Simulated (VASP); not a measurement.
# Fe (Pm-3n) in VASP: single point with revPBE

Aim: the single point of Fe with revPBE.

All numbers are computed with VASP 6.6.1; they aren't measurements. Logs are shortened: lines on timing, memory, paths and dates and some standing lists are left out, and cuts for length are marked.

**1. The cell of the first run**

The structure is cubic, space group Pm-3n (No. 223). Conventional cell: a = 4.402 Å, b = 4.402 Å, c = 4.402 Å, α = 90.00°, β = 90.00°, γ = 90.00°. Within 3.2 Å of Fe (site symmetry m-3) lie 12 Fe at 2.46 Å. Within 2.9 Å of Fe (site symmetry -4m2) lie 14 Fe at 2.20 to 2.70 Å.

**2. Single point, revPBE**

The input, INCAR:

```
SYSTEM = Fe
  PREC = Accurate
  ENCUT = 520
  EDIFF = 1E-6
  ISMEAR = -1
  SIGMA = 0.1
  LREAL = .FALSE.
  LASPH = .TRUE.
  NELM = 60
  ALGO = Normal
  ISIF = 2
  LWAVE = .FALSE.
  LCHARG = .FALSE.
  GGA = RE
  NBANDS = 42
```

The input, KPOINTS:

```
regular mesh
0
G
  8 8 8
  0 0 0
```

The input, POSCAR:

```
Fe
1.0
    4.4016007771      0.0000000000      0.0000000000
    0.0000000000      4.4016007771      0.0000000000
    0.0000000000      0.0000000000      4.4016007771
Fe
8
Direct
    0.0000000000      1.0000000000      0.0000000000
    0.5000000000      0.5000000000      0.5000000000
    0.2500000000      0.0000000000      0.5000000000
    0.7500000000      0.0000000000      0.5000000000
    0.5000000000      0.2500000000      0.0000000000
    0.5000000000      0.7500000000      0.0000000000
    1.0000000000      0.5000000000      0.2500000000
    1.0000000000      0.5000000000      0.7500000000
```

Potentials or basis: VASP PAW PBE potentials, release 64 (Fe).

Started as:

```bash
> cat potpaw_PBE.64/Fe/POTCAR > POTCAR
> mpirun -np 1 vasp_std > vasp.out
```

OUTCAR:

```text
SYSTEM = Fe
   PREC = Accurate
   ENCUT = 520
   EDIFF = 1E-6
   ISMEAR = -1
   LREAL = .FALSE.
   LASPH = .TRUE.
   NELM = 60
   ISIF = 2
   GGA = RE

 ion  position               nearest neighbor table
   1  0.000  0.000  0.000-   3 2.46   4 2.46   5 2.46   6 2.46   7 2.46   8 2.46   3 2.46   4 2.46
                             7 2.46   8 2.46   5 2.46   6 2.46
   2  0.500  0.500  0.500-   3 2.46   4 2.46   5 2.46   6 2.46   7 2.46   8 2.46   5 2.46   6 2.46
                             3 2.46   4 2.46   7 2.46   8 2.46
   3  0.250  0.000  0.500-   4 2.20   4 2.20   1 2.46   1 2.46   2 2.46   2 2.46   8 2.70   5 2.70
                             5 2.70   6 2.70   6 2.70   7 2.70   8 2.70   7 2.70
   4  0.750  0.000  0.500-   3 2.20   3 2.20   1 2.46   1 2.46   2 2.46   2 2.46   8 2.70   5 2.70
                             5 2.70   6 2.70   6 2.70   7 2.70   8 2.70   7 2.70
   5  0.500  0.250  0.000-   6 2.20   6 2.20   1 2.46   2 2.46   2 2.46   1 2.46   8 2.70   4 2.70
                             3 2.70   4 2.70   3 2.70   7 2.70   7 2.70   8 2.70
   6  0.500  0.750  0.000-   5 2.20   5 2.20   1 2.46   2 2.46   2 2.46   1 2.46   8 2.70   4 2.70
                             3 2.70   4 2.70   3 2.70   7 2.70   7 2.70   8 2.70
   7  0.000  0.500  0.250-   8 2.20   8 2.20   1 2.46   2 2.46   1 2.46   2 2.46   3 2.70   4 2.70
                             5 2.70   3 2.70   4 2.70   6 2.70   5 2.70   6 2.70
   8  0.000  0.500  0.750-   7 2.20   7 2.20   1 2.46   2 2.46   1 2.46   2 2.46   3 2.70   4 2.70
                             5 2.70   3 2.70   4 2.70   6 2.70   5 2.70   6 2.70

  LATTYP: Found a simple cubic cell.
 ALAT       =     4.4016007771

  Lattice vectors:

 A1 = (   4.4016007771,   0.0000000000,   0.0000000000)
 A2 = (   0.0000000000,   4.4016007771,   0.0000000000)
 A3 = (   0.0000000000,   0.0000000000,   4.4016007771)

Analysis of symmetry for initial positions (statically):
=====================================================================
 Subroutine PRICEL returns:
 Original cell was already a primitive cell.

 Routine SETGRP: Setting up the symmetry group for a
 simple cubic supercell.

 Subroutine GETGRP returns: Found 48 space group operations
 (whereof 24 operations were pure point group operations)
 out of a pool of 48 trial point group operations.

The static configuration has the point symmetry T_h .
 The point group associated with its full space group is O_h .

Analysis of symmetry for dynamics (positions and initial velocities):
=====================================================================
 Subroutine PRICEL returns:
 Original cell was already a primitive cell.

 Routine SETGRP: Setting up the symmetry group for a
 simple cubic supercell.

 Subroutine GETGRP returns: Found 48 space group operations
 (whereof 24 operations were pure point group operations)
 out of a pool of 48 trial point group operations.

The dynamic configuration has the point symmetry T_h .
 The point group associated with its full space group is O_h .

 Subroutine INISYM returns: Found 48 space group operations
 (whereof 24 operations are pure point group operations),
 and found     1 'primitive' translations

----------------------------------------------------------------------------------------

                                     Primitive cell

  volume of cell :      85.2770

  direct lattice vectors                    reciprocal lattice vectors
     4.401600777  0.000000000  0.000000000     0.227190073  0.000000000  0.000000000
     0.000000000  4.401600777  0.000000000     0.000000000  0.227190073  0.000000000
     0.000000000  0.000000000  4.401600777     0.000000000  0.000000000  0.227190073

  length of vectors
     4.401600777  4.401600777  4.401600777     0.227190073  0.227190073  0.227190073

  position of ions in fractional coordinates (direct lattice)
     0.000000000  0.000000000  0.000000000
     0.500000000  0.500000000  0.500000000
     0.250000000  0.000000000  0.500000000
     0.750000000  0.000000000  0.500000000
     0.500000000  0.250000000  0.000000000
     0.500000000  0.750000000  0.000000000
     0.000000000  0.500000000  0.250000000
     0.000000000  0.500000000  0.750000000

  ion indices of the primitive-cell ions
   primitive index   ion index
                 1           1
                 2           2
                 3           3
                 4           4
                 5           5
                 6           6
                 7           7
                 8           8

----------------------------------------------------------------------------------------

 KPOINTS: regular mesh

Automatic generation of k-mesh.
 Grid dimensions read from file:
 generate k-points for:    8    8    8

 Generating k-lattice:

  Cartesian coordinates                     Fractional coordinates (reciprocal lattice)
     0.028398759  0.000000000  0.000000000     0.125000000  0.000000000  0.000000000
     0.000000000  0.028398759  0.000000000     0.000000000  0.125000000  0.000000000
     0.000000000  0.000000000  0.028398759     0.000000000  0.000000000  0.125000000

  Length of vectors
     0.028398759  0.028398759  0.028398759

  Shift w.r.t. Gamma in fractional coordinates (k-lattice)
     0.000000000  0.000000000  0.000000000

 Subroutine IBZKPT returns following result:
 ===========================================

 Found     35 irreducible k-points:

 Following reciprocal coordinates:
            Coordinates               Weight
  0.000000  0.000000  0.000000      1.000000
  0.125000  0.000000  0.000000      6.000000
  0.250000  0.000000  0.000000      6.000000
  0.375000  0.000000  0.000000      6.000000
  0.500000  0.000000  0.000000      3.000000
  0.125000  0.125000  0.000000     12.000000
[... 16 lines left out ...]
  0.375000  0.375000  0.125000     24.000000
  0.500000  0.375000  0.125000     24.000000
 [... further k-points ...]
   k-points           NKPTS =     35   k-points in BZ     NKDIM =     35   number of bands    NBANDS=     42
   number of dos      NEDOS =    301   number of ions     NIONS =      8
   total plane-waves  NPLWV =  46656
   dimension x,y,z NGX =    36 NGY =   36 NGZ =   36
   dimension x,y,z NGXF=    72 NGYF=   72 NGZF=   72
   ions per type =               8
   NGX,Y,Z   is equivalent  to a cutoff of  13.60, 13.60, 13.60 a.u.
   NGXF,Y,Z  is equivalent  to a cutoff of  27.19, 27.19, 27.19 a.u.
 SYSTEM =  Fe
   PREC   = accura    normal or accurate (medium, high low for compatibility)
   ISTART =      0    job   : 0-new  1-cont  2-samecut
   ICHARG =      2    charge: 1-file 2-atom 10-const
   ISPIN  =      1    spin polarized calculation?
   LNONCOLLINEAR =      F non collinear calculations
   LSORBIT =      F    spin-orbit coupling
   LASPH  =      T    aspherical Exc in radial PAW
   ENCUT  =  520.0 eV  38.22 Ry    6.18 a.u.   8.18  8.18  8.18*2*pi/ulx,y,z
   NELM   =     60;   NELMIN=  2; NELMDL= -5     # of ELM steps
   EDIFF  = 0.1E-05   stopping-criterion for ELM
   LREAL  =      F    real-space projection
   EDIFFG = 0.1E-04   stopping-criterion for IOM
   NSW    =      0    number of steps for IOM
   IBRION =     -1    ionic relax: 0-MD 1-quasi-New 2-CG
   NFREE  =      0    steps in history (QN), initial steepest desc. (CG)
   ISIF   =      2    stress and relaxation
   ISYM   =      2    0-nonsym 1-usesym 2-fastsym
   POTIM  = 0.5000    time-step for ionic-motion
   TEBEG  =    0.0;   TEEND  =   0.0 temperature during run
   PSTRESS=    0.0 pullay stress
   NELECT =      64.0000    total number of electrons
   NUPDOWN=      -1.0000    fix difference up-down
   EMIN   =  10.00;   EMAX   =-10.00  energy-range for DOS
   EFERMI =   0.00;   METHOD = LEGACY
   ISMEAR =    -1;   SIGMA  =   0.10  broadening in eV -4-tet -1-fermi 0-gaus
   EFERMI_NEDOS =   21; number of points for ismear=-14 and -15
   IALGO  =     38    algorithm
   IMIX   =      4    mixing-type and parameters
     AMIX     =   0.40;   BMIX     =  1.00
     AMIX_MAG =   1.60;   BMIX_MAG =  1.00
  volume/ion in A,a.u.               =      10.66        71.93
  Fermi-wavevector in a.u.,A,eV,Ry     =   1.487730  2.811402 30.114334  2.213341
  Thomas-Fermi vector in A             =   2.600854
   LORBIT       =      0    0 simple, 1 ext, 2 COOP (PROOUT), +10 PAW based schemes
   GGA     = RE    functional components
   LHFCALC =     F    Hartree Fock is set to
   AEXX    =    0.0000 exact exchange contribution
   IVDW    =     0    specifies the selected vdW correction
   LEPSILON=     F    determine dielectric tensor
   LRPA    =     F    only Hartree local field effects (RPA)
 non-spin polarized calculation
  energy-cutoff  :      520.00
  volume of cell :       85.28
 maximum number of plane-waves:      2320
 NGX is ok and might be reduce to    36
   NGX = 17   NGY = 17   NGZ = 17

 number of electron      64.0000001 magnetization

 Free energy of the ion-electron system (eV)
  ---------------------------------------------------
  ext. energy  EPLUGINS =         0.00000000
  ---------------------------------------------------
  free energy    TOTEN  =       -60.16821708 eV

  energy without entropy =      -59.55379534  energy(sigma->0) =      -59.86100621

 E-fermi :   6.6414     XC(G=0): -13.4529

 val. band max:        6.6385277045   @ k =   0.5000   0.5000   0.0000
 cond. band min:       6.6457517117   @ k =   0.3750   0.2500   0.1250
 fundamental gap:      0.0072240072
 Fermi energy:         6.6414025284

 k-point     1 :       0.0000    0.0000    0.0000
  band No.  band energies     occupation
      1      -2.1366      2.00000
      2       1.8540      2.00000
      3       1.8540      2.00000
      4       2.6104      2.00000
      5       2.8190      2.00000
      6       2.8190      2.00000
[... 34 lines left out ...]
     41       7.4647      0.00053
     42       9.0548      0.00000
[... 994 lines left out ...]
      2       0.8683      2.00000
      3       1.8015      2.00000
      4       1.9581      2.00000
      5       2.3343      2.00000
      6       2.3844      2.00000
[... 34 lines left out ...]
     41       7.4038      0.00098
     42       7.7372      0.00003

 [... further k-points ...]

------------------------ aborting loop because EDIFF is reached ----------------------------------------

  FORCE on cell =-STRESS in cart. coord.  units (eV):
  Direction    XX          YY          ZZ          XY          YZ          ZX
  --------------------------------------------------------------------------------------
  -------------------------------------------------------------------------------------
  Total       -0.3433711     -0.3433711     -0.3433711     -0.0000000      0.0000000      0.0000000
  in kB       -6.4512286     -6.4512286     -6.4512286     -0.0000000      0.0000000      0.0000000
  external PRESSURE =      -6.4512286 kB  Pullay stress =       0.0000000 kB

 VOLUME and BASIS-vectors are now :
 -----------------------------------------------------------------------------
  energy-cutoff  :      520.00
  volume of cell :       85.28
      direct lattice vectors                 reciprocal lattice vectors
     4.401600777  0.000000000  0.000000000     0.227190073  0.000000000  0.000000000
     0.000000000  4.401600777  0.000000000     0.000000000  0.227190073  0.000000000
     0.000000000  0.000000000  4.401600777     0.000000000  0.000000000  0.227190073

 POSITION                                       TOTAL-FORCE (eV/Angst)
 -----------------------------------------------------------------------------------
      0.00000      0.00000      0.00000         0.000000     -0.000000      0.000000
      2.20080      2.20080      2.20080         0.000000     -0.000000      0.000000
      1.10040      0.00000      2.20080        -0.000000     -0.000000     -0.000000
      3.30120      0.00000      2.20080         0.000000      0.000000      0.000000
      2.20080      1.10040      0.00000         0.000000     -0.000000      0.000000
      2.20080      3.30120      0.00000        -0.000000     -0.000000     -0.000000
      0.00000      2.20080      1.10040         0.000000     -0.000000      0.000000
      0.00000      2.20080      3.30120        -0.000000     -0.000000     -0.000000
 -----------------------------------------------------------------------------------
    total drift:                                0.000000      0.000000     -0.000000

  FREE ENERGIE OF THE ION-ELECTRON SYSTEM (eV)
  ---------------------------------------------------
  free  energy   TOTEN  =       -60.1682170810 eV

  energy  without entropy=      -59.5537953430  energy(sigma->0) =      -59.86100621
```

Run time: 4.2 min. Hardware: 1 thread of AMD EPYC 7R43 (Zen 3), shared host; peak memory 0.2 GiB.

Results:

* Free energy: -60.1682 eV
* Pressure: -0.6 GPa
* Band gap on the k mesh: zero (bands 32 and 33 overlap by 0.54 eV)

Caveat: the PAW data sets were made with another functional, which shifts forces and pressure a little; the run has no spin polarisation, though such a crystal can be magnetic.
